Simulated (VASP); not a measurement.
Set up this calculation in VASP 6.6.1, as the native input.

```
Task                   : single point
Functional             : r2SCAN
Potentials or basis    : VASP PAW PBE potentials, release 64 (Ge_d)
Cutoff                 : 520 eV
k mesh                 : 12 × 12 × 4
Occupations            : fermi-dirac, width 0.02 eV
Spin                   : no spin polarisation
Dipole correction      : no
Further INCAR settings : ALGO = Normal; EDIFF = 1e-06; NBANDS = 36
```

Ge:

```xyz
4
Lattice="3.9976 0.0000 0.0000 -1.9988 3.4620 0.0000 0.0000 0.0000 6.7906" Properties=species:S:1:pos:R:3 pbc="T T T"
Ge    0.0000    2.3080    0.0128
Ge    1.9988    1.1540    3.4081
Ge    0.0000    2.3080    2.5337
Ge    1.9988    1.1540    5.9290
```

This cell differs from its parent crystal: uniaxial z strain +3.0%.

One way to write it, as run:

POSCAR

```
Ge
1.0
    3.9976152111      0.0000000000      0.0000000000
   -1.9988076055      3.4620363274      0.0000000000
    0.0000000000      0.0000000000      6.7906041008
Ge
4
Direct
    0.3333333333      0.6666666667      0.0018796876
    0.6666666667      0.3333333333      0.5018796876
    0.3333333333      0.6666666667      0.3731203124
    0.6666666667      0.3333333333      0.8731203124
```

INCAR.step1

```
SYSTEM = Ge
PREC     = Accurate       ! precision mode
ENCUT    = 520            ! plane-wave cutoff, eV
ISMEAR   = -1             ! smearing method
SIGMA    = 0.02           ! smearing width, eV
LREAL    = .FALSE.        ! projectors in reciprocal space
LASPH    = .TRUE.         ! aspherical terms in the spheres
NELM     = 80             ! most SCF steps
NBANDS   = 36             ! bands
GGA      = PE             ! functional
ALGO     = Normal         ! electronic algorithm
EDIFF    = 1E-4           ! SCF threshold, eV
LWAVE    = .TRUE.         ! write WAVECAR
LCHARG   = .FALSE.        ! write CHGCAR
```

INCAR.step2

```
SYSTEM = Ge
PREC     = Accurate       ! precision mode
ENCUT    = 520            ! plane-wave cutoff, eV
EDIFF    = 1E-6           ! SCF threshold, eV
ISMEAR   = -1             ! smearing method
SIGMA    = 0.02           ! smearing width, eV
LREAL    = .FALSE.        ! projectors in reciprocal space
LASPH    = .TRUE.         ! aspherical terms in the spheres
NELM     = 80             ! most SCF steps
ALGO     = Normal         ! electronic algorithm
ISIF     = 2              ! what is computed and relaxed
LWAVE    = .FALSE.        ! write WAVECAR
LCHARG   = .FALSE.        ! write CHGCAR
METAGGA  = R2SCAN         ! meta-GGA
LMIXTAU  = .TRUE.       
NBANDS   = 36             ! bands
ISTART   = 1
```

KPOINTS

```
Automatic mesh
0
G
  12 12 4
  0 0 0
```

Potentials or basis: VASP PAW PBE potentials, release 64 (Ge_d).

Command:

```console
$ cat potpaw_PBE.64/Ge_d/POTCAR > POTCAR
$ cp INCAR.step1 INCAR
$ mpirun -np 1 vasp_std > vasp.out
$ cp INCAR.step2 INCAR
$ mpirun -np 1 vasp_std > vasp.out
```

Results of the run:

The pressure is -1.9 GPa and the band gap on the k mesh is zero (filled and empty bands touch).

Caveat: the cell differs from its parent crystal (uniaxial z strain +3.0%); semilocal functionals underestimate gaps, so a narrow gap can read as zero; the PAW data sets were made with another functional, which shifts forces and pressure a little.

Wall time 16 min on 1 thread of Intel Xeon 8259CL, with other jobs on the host, peak memory 0.31 GiB.
